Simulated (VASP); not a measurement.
A run of VASP 6.6.1 is set up as follows.

Contents of INCAR:

```
PREC = Accurate ; ENCUT = 1330
EDIFF = 1E-6 ; ISMEAR = 0
SIGMA = 0.1 ; LREAL = F
LASPH = T ; NELM = 120
ALGO = Normal ; ISIF = 2
LWAVE = F ; LCHARG = F
GGA = PE ; NBANDS = 40
GGA_COMPAT = F
```

Contents of KPOINTS:

```
Automatic mesh
0
Gamma
  8 8 8
  0.5 0.5 0.5
```

POSCAR

```
W3N4
1.0
    4.1220000000      0.0000000000      0.0000000000
    0.0000000000      4.1220000000      0.0000000000
    0.0000000000      0.0000000000      4.1220000000
W N
3 4
Direct
    0.5000000000      0.5000000000      0.0000000000
    0.0000000000      0.5000000000      0.5000000000
    0.5000000000      0.0000000000      0.5000000000
    0.5000000000      0.5000000000      0.5000000000
    0.5000000000      0.0000000000      0.0000000000
    0.0000000000      0.5000000000      0.0000000000
    0.0000000000      0.0000000000      0.5000000000
```

Potentials or basis: VASP PAW PBE potentials, release 64 (W_sv, N_h).

Run with:

```bash
$ cat potpaw_PBE.64/W_sv/POTCAR potpaw_PBE.64/N_h/POTCAR > POTCAR
$ mpirun -np 1 vasp_std > vasp.out
```

(1) Estimate the band gap on the k mesh.

(2) Estimate the pressure.

## Answers

(1) zero (bands 31 and 32 overlap by 2.51 eV).

(2) 28.7 GPa.

Caveat: the cell stands under pressure; spin-orbit coupling is left out, which moves the levels of the heavy elements.
